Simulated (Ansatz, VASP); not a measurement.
# CaGe4N: VASP beside Ansatz

File INCAR:

```
SYSTEM = CaGe4N
PREC = Accurate
ENCUT = 520
EDIFF = 1E-6
ISMEAR = 0
SIGMA = 0.1
LREAL = .FALSE.
LASPH = .TRUE.
NELM = 100
ALGO = Normal
ISIF = 2
LWAVE = .FALSE.
LCHARG = .TRUE.
GGA = PE
LELF = .TRUE.
LVHAR = .TRUE.
NBANDS = 44
```

The input KPOINTS:

```
regular mesh
0
G
  4 4 4
  0 0 0
```

Contents of POSCAR:

```
CaGe4N
1.0
    5.0766997300      0.0000000000      0.0000000000
    0.0000000000      5.0766997300      0.0000000000
    0.0000000000      0.0000000000      5.0766997300
Ca Ge N
1 4 1
Direct
    0.5000000000      0.5000000000      0.5000000000
    0.1959347600      0.1959347600      0.1959347600
    0.8040652400      0.8040652400      0.1959347600
    0.8040652400      0.1959347600      0.8040652400
    0.1959347600      0.8040652400      0.8040652400
    0.0000000000      0.0000000000      0.0000000000
```

Input for Ansatz:

```yaml
crystal:
  lattice:
    - [5.07669973, 0.0, 0.0]
    - [0.0, 5.07669973, 0.0]
    - [0.0, 0.0, 5.07669973]
  atoms:
    - { symbol: Ca, position: [0.5, 0.5, 0.5] }
    - { symbol: Ge, position: [0.19593476, 0.19593476, 0.19593476] }
    - { symbol: Ge, position: [0.80406524, 0.80406524, 0.19593476] }
    - { symbol: Ge, position: [0.80406524, 0.19593476, 0.80406524] }
    - { symbol: Ge, position: [0.19593476, 0.80406524, 0.80406524] }
    - { symbol: "N", position: [0.0, 0.0, 0.0] }
basis:
  ecutwfc: 420
kpoints:
  mp_grid: { grid: [4, 4, 4] }
hamiltonian:
  xc: pbe
scf:
  occupations: { method: gaussian, width: 0.1 }
  lower_state_search: "off"
output:
  forces: true
  stress: true
  eigenvalues: true
```

Alike in both runs: task single point; functional PBE; k mesh 4 × 4 × 4; occupations gaussian, width 0.1 eV; no spin polarisation.

|  | VASP | Ansatz |
| --- | --- | --- |
| version | VASP 6.6.1 | Ansatz 0.2.0 |
| potentials or method | VASP PAW PBE potentials, release 64 (Ca_sv, Ge_d, N), cutoff 520 eV | scalar-relativistic, plane waves, PAW |
| valence electrons in the cell | 71 | 71 |

```csv
,VASP,Ansatz,Ansatz less VASP
gap on the k mesh at the Fermi level (eV),none,none,-
pressure (GPa),17.8,18.1,+0.29
rms of the force components (eV/Å),2.806,2.857,+0.0509
```

Atom by atom the forces differ by 0.051 eV/Å (rms over components). A gap of «none» marks a metal or a gap that the smearing closes.
